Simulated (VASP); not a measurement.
## Cu: single point with LDA

Crystal: Cu.

```
Cu
1.0
     0.00000    1.79093    1.79093
     1.79093    0.00000    1.79093
     1.79093    1.79093    0.00000
Cu
1
Direct
  0.00000 0.00000 0.00000
```

```yaml
Program: VASP 6.6.1
Task: single point
Functional: LDA
Potentials_or_basis: VASP PAW LDA potentials, release 64 (Cu)
Cutoff: 520 eV
k_mesh: 12 × 12 × 12
Occupations: fermi-dirac, width 0.06 eV
Spin: no spin polarisation
```

- Pressure: -8.1 GPa

Levels at points of the mesh, in eV from the Fermi level:
```
           k point  band 4  band 5  band 6  band 7  band 8  band 9
(0.00, 0.00, 0.00)   -3.08   -2.20   -2.20   22.99   25.67   25.67
(0.50, 0.00, 0.00)   -1.61   -1.61   -0.97    3.95   21.49   22.43
(0.50, 0.50, 0.00)   -1.46   -1.46    1.55    7.39   13.30   13.30
```

It took 14 s on 1 thread of Intel Xeon 8259CL, on a shared host, peak memory 0.12 GiB.
